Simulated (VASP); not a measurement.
# P (Pm-3m) in VASP: notebook

The runs below take P through single point, relaxation of cell and atoms, with PBEsol+D3(BJ).

All numbers are computed with VASP 6.6.1; they aren't measurements. Logs are shortened: lines on timing, memory, paths and dates and some standing lists are left out, and cuts for length are marked.

## Step 1: The cell of the first run

The structure is cubic, space group Pm-3m (No. 221). The conventional cell has a = 2.221 Å, b = 2.221 Å, c = 2.221 Å, α = 90.00°, β = 90.00°, γ = 90.00°. P (site symmetry m-3m) has 6 P at 2.22 Å within 2.9 Å.

## Step 2: Single point, PBEsol+D3(BJ)

INCAR

```
PREC = Accurate
ENCUT = 500
EDIFF = 1E-6
ISMEAR = 0
SIGMA = 0.1
LREAL = False
LASPH = True
NELM = 120
ALGO = Normal
ISIF = 2
LWAVE = False
LCHARG = True
GGA = PS
IVDW = 12
LELF = True
LVHAR = True
NBANDS = 8
GGA_COMPAT = False
```

KPOINTS

```
Automatic mesh
0
Gamma
  20 20 20
```

POSCAR

```
P
1.0
    2.2214355354      0.0000000000      0.0000000000
    0.0000000000      2.2214355354      0.0000000000
    0.0000000000      0.0000000000      2.2214355354
P
1
Direct
    0.0000000000      0.0000000000      0.0000000000
```

Potentials or basis: VASP PAW PBE potentials, release 64 (P).

Started as:

```
$ cat potpaw_PBE.64/P/POTCAR > POTCAR
$ mpirun -np 1 vasp_std > vasp.out
```

OUTCAR:

```text
PREC = Accurate
   ENCUT = 500
   EDIFF = 1E-6
   ISMEAR = 0
   LREAL = False
   LASPH = True
   NELM = 120
   ISIF = 2
   GGA = PS
   IVDW = 12
 IVDW          = 12

 ion  position               nearest neighbor table
   1  0.000  0.000  0.000-

  LATTYP: Found a simple cubic cell.
 ALAT       =     2.2214355354

  Lattice vectors:

 A1 = (   2.2214355354,   0.0000000000,   0.0000000000)
 A2 = (   0.0000000000,   2.2214355354,   0.0000000000)
 A3 = (   0.0000000000,   0.0000000000,   2.2214355354)

Analysis of symmetry for initial positions (statically):
=====================================================================
 Subroutine PRICEL returns:
 Original cell was already a primitive cell.

 Routine SETGRP: Setting up the symmetry group for a
 simple cubic supercell.

 Subroutine GETGRP returns: Found 48 space group operations
 (whereof 48 operations were pure point group operations)
 out of a pool of 48 trial point group operations.

The static configuration has the point symmetry O_h .

Analysis of symmetry for dynamics (positions and initial velocities):
=====================================================================
 Subroutine PRICEL returns:
 Original cell was already a primitive cell.

 Routine SETGRP: Setting up the symmetry group for a
 simple cubic supercell.

 Subroutine GETGRP returns: Found 48 space group operations
 (whereof 48 operations were pure point group operations)
 out of a pool of 48 trial point group operations.

The dynamic configuration has the point symmetry O_h .

 Subroutine INISYM returns: Found 48 space group operations
 (whereof 48 operations are pure point group operations),
 and found     1 'primitive' translations

----------------------------------------------------------------------------------------

                                     Primitive cell

  volume of cell :      10.9623

  direct lattice vectors                    reciprocal lattice vectors
     2.221435535  0.000000000  0.000000000     0.450159360  0.000000000  0.000000000
     0.000000000  2.221435535  0.000000000     0.000000000  0.450159360  0.000000000
     0.000000000  0.000000000  2.221435535     0.000000000  0.000000000  0.450159360

  length of vectors
     2.221435535  2.221435535  2.221435535     0.450159360  0.450159360  0.450159360

  position of ions in fractional coordinates (direct lattice)
     0.000000000  0.000000000  0.000000000

  ion indices of the primitive-cell ions
   primitive index   ion index
                 1           1

----------------------------------------------------------------------------------------

 KPOINTS: Automatic mesh

Automatic generation of k-mesh.
 Grid dimensions read from file:
 generate k-points for:   20   20   20

 Generating k-lattice:

  Cartesian coordinates                     Fractional coordinates (reciprocal lattice)
     0.022507968  0.000000000  0.000000000     0.050000000  0.000000000  0.000000000
     0.000000000  0.022507968  0.000000000     0.000000000  0.050000000  0.000000000
     0.000000000  0.000000000  0.022507968     0.000000000  0.000000000  0.050000000

  Length of vectors
     0.022507968  0.022507968  0.022507968

  Shift w.r.t. Gamma in fractional coordinates (k-lattice)
     0.000000000  0.000000000  0.000000000

 Subroutine IBZKPT returns following result:
 ===========================================

 Found    286 irreducible k-points:

 Following reciprocal coordinates:
            Coordinates               Weight
  0.000000  0.000000  0.000000      1.000000
  0.050000  0.000000  0.000000      6.000000
  0.100000  0.000000  0.000000      6.000000
  0.150000  0.000000  0.000000      6.000000
  0.200000  0.000000  0.000000      6.000000
  0.250000  0.000000  0.000000      6.000000
[... 16 lines left out ...]
  0.150000  0.100000  0.000000     24.000000
  0.200000  0.100000  0.000000     24.000000
 [... further k-points ...]
   k-points           NKPTS =    286   k-points in BZ     NKDIM =    286   number of bands    NBANDS=      8
   number of dos      NEDOS =    301   number of ions     NIONS =      1
   total plane-waves  NPLWV =   4096
   dimension x,y,z NGX =    16 NGY =   16 NGZ =   16
   dimension x,y,z NGXF=    32 NGYF=   32 NGZF=   32
   ions per type =               1
   NGX,Y,Z   is equivalent  to a cutoff of  11.97, 11.97, 11.97 a.u.
   NGXF,Y,Z  is equivalent  to a cutoff of  23.95, 23.95, 23.95 a.u.
 SYSTEM =  unknown system
   PREC   = accura    normal or accurate (medium, high low for compatibility)
   ISTART =      0    job   : 0-new  1-cont  2-samecut
   ICHARG =      2    charge: 1-file 2-atom 10-const
   ISPIN  =      1    spin polarized calculation?
   LNONCOLLINEAR =      F non collinear calculations
   LSORBIT =      F    spin-orbit coupling
   LASPH  =      T    aspherical Exc in radial PAW
   ENCUT  =  500.0 eV  36.75 Ry    6.06 a.u.   4.05  4.05  4.05*2*pi/ulx,y,z
   NELM   =    120;   NELMIN=  2; NELMDL= -5     # of ELM steps
[... 25 lines left out ...]
   GGA     = PS    functional components
   LHFCALC =     F    Hartree Fock is set to
   AEXX    =    0.0000 exact exchange contribution
   IVDW    =    12    specifies the selected vdW correction
   LEPSILON=     F    determine dielectric tensor
   LRPA    =     F    only Hartree local field effects (RPA)
 non-spin polarized calculation
 Gauss-broadening in eV      SIGMA  =   0.10
  energy-cutoff  :      500.00
  volume of cell :       10.96
 maximum number of plane-waves:       292
   NGX =  9   NGY =  9   NGZ =  9

 number of electron       5.0000003 magnetization

 Free energy of the ion-electron system (eV)
  ---------------------------------------------------
  ext. energy  EPLUGINS =         0.00000000
  ---------------------------------------------------
  free energy    TOTEN  =        -5.31152496 eV

  energy without entropy =       -5.30915204  energy(sigma->0) =       -5.31033850

 E-fermi :  14.1093     XC(G=0): -12.6450

 val. band max:       14.1047880303   @ k =   0.1500   0.1500   0.1000
 cond. band min:      14.1170422834   @ k =   0.2500   0.2000   0.1500
 fundamental gap:      0.0122542531
 Fermi energy:        14.1093224729

 k-point     1 :       0.0000    0.0000    0.0000
  band No.  band energies     occupation
      1      -5.6518      2.00000
      2      20.4887      0.00000
      3      20.4887      0.00000
      4      20.8365      0.00000
      5      20.8365      0.00000
      6      20.8365      0.00000
      7      31.9559      0.00000
      8      42.8208      0.00000

 k-point     2 :       0.0500    0.0000    0.0000
  band No.  band energies     occupation
      1      -5.5807      2.00000
      2      18.4707      0.00000
      3      20.5459      0.00000
      4      20.8947      0.00000
      5      20.8947      0.00000
      6      22.7757      0.00000
      7      32.1838      0.00000
      8      42.2599      0.00000

 k-point     3 :       0.1000    0.0000    0.0000
  band No.  band energies     occupation
      1      -5.3678      2.00000
      2      16.2816      0.00000
      3      20.7157      0.00000
      4      21.0689      0.00000
      5      21.0689      0.00000
      6      24.7019      0.00000
      7      32.8848      0.00000
      8      40.8896      0.00000

 k-point     4 :       0.1500    0.0000    0.0000
  band No.  band energies     occupation
      1      -5.0140      2.00000
      2      14.1286      0.78515
      3      20.9927      0.00000
      4      21.3578      0.00000
      5      21.3578      0.00000
      6      26.3635      0.00000
      7      34.0700      0.00000
      8      39.1729      0.00000

 k-point     5 :       0.2000    0.0000    0.0000
  band No.  band energies     occupation
      1      -4.5208      2.00000
      2      12.0433      2.00000
      3      21.3669      0.00000
      4      21.7582      0.00000
      5      21.7582      0.00000
      6      27.7457      0.00000
      7      35.6415      0.00000
      8      37.3690      0.00000
[... 177 lines left out ...]
 k-point    22 :       0.1000    0.1000    0.0000
  band No.  band energies     occupation
      1      -5.0841      2.00000
      2      15.8658      0.00000
      3      17.4104      0.00000
      4      21.3009      0.00000
      5      23.3300      0.00000
      6      26.4685      0.00000
      7      33.5249      0.00000
      8      38.7683      0.00000

 k-point    23 :       0.1500    0.1000    0.0000
  band No.  band energies     occupation
      1      -4.7307      2.00000
      2      14.2137      0.13986
      3      17.2346      0.00000
      4      21.5890      0.00000
      5      23.8305      0.00000
      6      28.0547      0.00000
      7      34.2479      0.00000
      8      37.1956      0.00000

 k-point    24 :       0.2000    0.1000    0.0000
  band No.  band energies     occupation
      1      -4.2381      2.00000
      2      12.2297      2.00000
      3      17.5582      0.00000
      4      21.9885      0.00000
      5      24.2969      0.00000
      6      29.4454      0.00000
      7      34.2324      0.00000
      8      36.7699      0.00000

 [... further k-points ...]

------------------------ aborting loop because EDIFF is reached ----------------------------------------

 Edisp (eV)   -0.52062

 E8    (eV) :    -0.3095

  FORCE on cell =-STRESS in cart. coord.  units (eV):
  Direction    XX          YY          ZZ          XY          YZ          ZX
  --------------------------------------------------------------------------------------
  -------------------------------------------------------------------------------------
  Total       3.29237     3.29237     3.29237     0.00000     0.00000    -0.00000
  in kB     481.19179   481.19179   481.19179     0.00000     0.00000    -0.00000
  external pressure =      481.19 kB  Pullay stress =        0.00 kB

 VOLUME and BASIS-vectors are now :
 -----------------------------------------------------------------------------
  energy-cutoff  :      500.00
  volume of cell :       10.96
      direct lattice vectors                 reciprocal lattice vectors
     2.221435535  0.000000000  0.000000000     0.450159360  0.000000000  0.000000000
     0.000000000  2.221435535  0.000000000     0.000000000  0.450159360  0.000000000
     0.000000000  0.000000000  2.221435535     0.000000000  0.000000000  0.450159360

 POSITION                                       TOTAL-FORCE (eV/Angst)
 -----------------------------------------------------------------------------------
      0.00000      0.00000      0.00000         0.000000      0.000000      0.000000
 -----------------------------------------------------------------------------------
    total drift:                                0.000000     -0.000000     -0.000000

  FREE ENERGIE OF THE ION-ELECTRON SYSTEM (eV)
  ---------------------------------------------------
  free  energy   TOTEN  =        -5.8321454496 eV

  energy  without entropy=       -5.8297725284  energy(sigma->0) =       -5.83095899
```

It took 16 s on 1 thread of Intel Xeon 8259CL, shared host; peak memory 0.13 GiB.

Results:

```
Free energy                : -5.8321 eV
Pressure                   : 48.1 GPa
Dispersion energy per atom : -0.521 eV
```

Caveat: the PAW data sets were made with another functional, which shifts forces and pressure a little; pairwise dispersion overbinds metals, which lowers pressure and volume.

## Step 3: Single point, PBEsol+D3(BJ)

INCAR

```
SYSTEM = P
  PREC = Accurate
  ENCUT = 500
  EDIFF = 1E-6
  ISMEAR = 0
  SIGMA = 0.1
  LREAL = .FALSE.
  LASPH = .TRUE.
  NELM = 120
  ALGO = Normal
  ISIF = 2
  LWAVE = .FALSE.
  LCHARG = .TRUE.
  GGA = PS
  IVDW = 12
  LELF = .TRUE.
  LVHAR = .TRUE.
  NBANDS = 8
  GGA_COMPAT = .FALSE.
```

KPOINTS

```
regular mesh
0
G
  20 20 20
  0 0 0
```

POSCAR is that of step 2.

Potentials or basis: VASP PAW PBE potentials, release 64 (P).

Started as:

```
$ cat potpaw_PBE.64/P/POTCAR > POTCAR
$ mpirun -np 1 vasp_std > vasp.out
```

Wall time 17 s (1 thread of Intel Xeon 8259CL, shared host); peak memory 0.13 GiB.

Results (log left out):

```
Free energy                : -5.8321 eV
Pressure                   : 48.1 GPa
Dispersion energy per atom : -0.521 eV
```

Levels at points of the mesh, in eV from the Fermi level:
```
           k point  band 1  band 2  band 3  band 4  band 5  band 6
(0.00, 0.00, 0.00)  -19.76    6.38    6.38    6.73    6.73    6.73
(0.50, 0.00, 0.00)  -13.79  -11.43    9.66   10.98   10.98   15.64
(0.50, 0.50, 0.00)   -7.11   -6.78   -6.78   -1.09   15.08   18.96
(0.50, 0.50, 0.50)   -2.45   -2.45   -2.45    2.30    3.56    3.56
```

Caveat: the PAW data sets were made with another functional, which shifts forces and pressure a little; pairwise dispersion overbinds metals, which lowers pressure and volume.

## Step 4: Single point, PBEsol+D3(BJ)

This run uses another cell than the first one, of 13.71 Å³/atom, 1.251 times its volume.

INCAR

```
ALGO = Normal
EDIFF = 1E-6
ENCUT = 500
GGA = PS
GGA_COMPAT = F
ISIF = 2
ISMEAR = 0
IVDW = 12
LASPH = T
LCHARG = T
LELF = T
LREAL = F
LVHAR = T
LWAVE = F
NBANDS = 8
NELM = 120
PREC = Accurate
SIGMA = 0.1
```

KPOINTS

```
k-points
0
Gamma
  20 20 20
```

POSCAR

```
P
1.0
    2.3934830994      0.0000000000      0.0000000000
    0.0000000000      2.3934830994      0.0000000000
    0.0000000000      0.0000000000      2.3934830994
P
1
Direct
    0.0000000000      0.0000000000      0.0000000000
```

Started as:

```
$ cat potpaw_PBE.64/P/POTCAR > POTCAR
$ mpirun -np 1 vasp_std > vasp.out
```

Run time: 31 s. Hardware: 1 thread of Intel Xeon 8259CL, shared host; peak memory 0.14 GiB.

The run converged. Its results:

| Item | Value |
| --- | --- |
| Free energy | -6.1758 eV |
| Pressure | 0.1 GPa |
| Dispersion energy per atom | -0.413 eV |

Levels at points of the mesh, in eV from the Fermi level:
| k point | band 1 | band 2 | band 3 | band 4 | band 5 | band 6 |
| --- | --- | --- | --- | --- | --- | --- |
| (0.00, 0.00, 0.00) | -17.28 | 5.20 | 5.20 | 5.20 | 6.61 | 6.61 |
| (0.50, 0.00, 0.00) | -12.62 | -9.39 | 8.30 | 8.30 | 9.34 | 14.48 |
| (0.50, 0.50, 0.00) | -7.53 | -5.72 | -5.72 | 0.36 | 11.17 | 17.20 |
| (0.50, 0.50, 0.50) | -2.37 | -2.37 | -2.37 | -1.05 | 4.29 | 4.29 |

Caveat: the PAW data sets were made with another functional, which shifts forces and pressure a little; pairwise dispersion overbinds metals, which lowers pressure and volume.

## Step 5: Single point, PBEsol+D3(BJ)

This run uses another cell than the first one, of 13.71 Å³/atom, 1.251 times its volume.

INCAR

```
SYSTEM = P
PREC = Accurate
ENCUT = 500
EDIFF = 1E-6
ISMEAR = 0
SIGMA = 0.1
LREAL = .False.
LASPH = .True.
NELM = 120
ALGO = Normal
ISIF = 2
LWAVE = .False.
LCHARG = .False.
GGA = PS
IVDW = 12
NBANDS = 8
GGA_COMPAT = .False.
```

KPOINTS

```
Automatic mesh
0
Gamma
  20 20 20
  0 0 0
```

POSCAR is that of step 4.

Started as:

```
$ cat potpaw_PBE.64/P/POTCAR > POTCAR
$ mpirun -np 1 vasp_std > vasp.out
```

Run time: 32 s. Hardware: 1 thread of Intel Xeon 8259CL, shared host; peak memory 0.14 GiB.

Results (log left out):

```
Free energy                : -6.1758 eV
Pressure                   : 0.1 GPa
Dispersion energy per atom : -0.413 eV
```

Levels at points of the mesh, in eV from the Fermi level:
```tsv
k point	band 1	band 2	band 3	band 4	band 5	band 6	band 7	band 8
(0.00, 0.00, 0.00)	-17.28	5.20	5.20	5.20	6.61	6.61	14.66	25.18
(0.50, 0.00, 0.00)	-12.62	-9.39	8.30	8.30	9.34	14.48	14.48	16.91
(0.50, 0.50, 0.00)	-7.53	-5.72	-5.72	0.36	11.17	17.20	17.20	17.81
(0.50, 0.50, 0.50)	-2.37	-2.37	-2.37	-1.05	4.29	4.29	4.29	10.58
```

Caveat: the PAW data sets were made with another functional, which shifts forces and pressure a little; pairwise dispersion overbinds metals, which lowers pressure and volume.

## Step 6: Relaxation of cell and atoms, PBEsol+D3(BJ), target pressure 400 GPa, at which the enthalpy is minimised

This run uses another cell than the first one, of 6.84 Å³/atom, 0.624 times its volume.

INCAR

```
SYSTEM = P
PREC     = Accurate       ! precision mode
ENCUT    = 500            ! plane-wave cutoff, eV
EDIFF    = 1E-7           ! SCF threshold, eV
ISMEAR   = 0              ! smearing method
SIGMA    = 0.1            ! smearing width, eV
LREAL    = .FALSE.        ! projectors in reciprocal space
LASPH    = .TRUE.         ! aspherical terms in the spheres
NELM     = 120            ! most SCF steps
ALGO     = Normal         ! electronic algorithm
ISIF     = 3              ! what is computed and relaxed
LWAVE    = .FALSE.        ! write WAVECAR
LCHARG   = .FALSE.        ! write CHGCAR
GGA      = PS             ! functional
IVDW     = 12             ! dispersion correction
IBRION   = 2              ! ionic algorithm
NSW      = 70             ! ionic steps
EDIFFG   = -0.004         ! ionic threshold
PSTRESS  = 4000.0       
GGA_COMPAT= .FALSE.      
NELMIN   = 4
```

KPOINTS

```
Automatic mesh
0
G
  20 20 20
  0 0 0
```

POSCAR

```
P
1.0
    1.8986917058      0.0000000000      0.0000000000
    0.0000000000      1.8986917058      0.0000000000
    0.0000000000      0.0000000000      1.8986917058
P
1
Direct
    0.0000000000      0.0000000000      0.0000000000
```

Potentials or basis: VASP PAW PBE potentials, release 64 (P).

Started as:

```
$ cat potpaw_PBE.64/P/POTCAR > POTCAR
$ mpirun -np 1 vasp_std > vasp.out
```

Run time: 20 s. Hardware: 1 thread of Intel Xeon 8259CL, shared host; peak memory 0.12 GiB.

Results (log left out):

```
Free energy                                            : -1.4482 eV
Relaxed volume                                         : 6.84 Å³/atom
Relaxed cell                                           : a = 1.898 Å, b = 1.898 Å, c = 1.898 Å, α = 90.00°, β = 90.00°, γ = 90.00°
Space group after relaxing (to 0.05 Å)                 : Pm-3m (No. 221)
Energy change on relaxing (the enthalpy is what falls) : +18.1 meV/atom
Ionic steps                                            : 3
Pressure after relaxing                                : 400.0 GPa
Dispersion energy per atom                             : -0.841 eV
```

The path:
```
step  energy change (eV)  largest force (eV/Å)  pressure (GPa)  volume (Å³)
   1              0.0000                0.0000          398.56         6.84
   2              0.1532                0.0000          410.78         6.78
   3              0.0181                0.0000          400.01         6.84
```

Final structure:
```
P
1.0
     1.89802    0.00000    0.00000
     0.00000    1.89802    0.00000
     0.00000    0.00000    1.89802
P
1
Direct
  0.00000 0.00000 0.00000
```

Levels at points of the mesh, in eV from the Fermi level:
| k point | band 1 | band 2 | band 3 | band 4 | band 5 | band 6 |
| --- | --- | --- | --- | --- | --- | --- |
| (0.00, 0.00, 0.00) | -25.86 | 6.06 | 6.06 | 11.42 | 11.42 | 11.42 |
| (0.50, 0.00, 0.00) | -16.40 | -16.27 | 10.91 | 19.12 | 19.12 | 19.24 |
| (0.50, 0.50, 0.00) | -8.80 | -8.80 | -5.51 | -4.78 | 24.18 | 24.18 |
| (0.50, 0.50, 0.50) | -1.52 | -1.52 | -1.52 | 1.82 | 1.82 | 1.82 |

Caveat: the cell is relaxed towards a set pressure, so the enthalpy falls and the energy may rise; the PAW data sets were made with another functional, which shifts forces and pressure a little; pairwise dispersion overbinds metals, which lowers pressure and volume.

## Step 7: Overview

```tsv
task	cell	gap on the mesh (eV)	pressure (GPa)
single point	a = 2.221 Å, 1 atom	none	48.1
single point	a = 2.393 Å, 1 atom	none	0.1
relaxation of cell and atoms	relaxed to 400 GPa from a = 1.899 Å, 1 atom	none	400.0
```

Alike in all rows: level PBEsol+D3(BJ); potentials or basis VASP PAW PBE potentials, release 64 (P); no spin polarisation; k mesh 20 × 20 × 20; cutoff (eV) 500; smearing gaussian 0.1 eV.

Caveats: the PAW data sets were made with another functional, which shifts forces and pressure a little; pairwise dispersion overbinds metals, which lowers pressure and volume; the cell is relaxed towards a set pressure, so the enthalpy falls and the energy may rise (some runs).

Absolute energies hang on the potentials; compare differences alone.
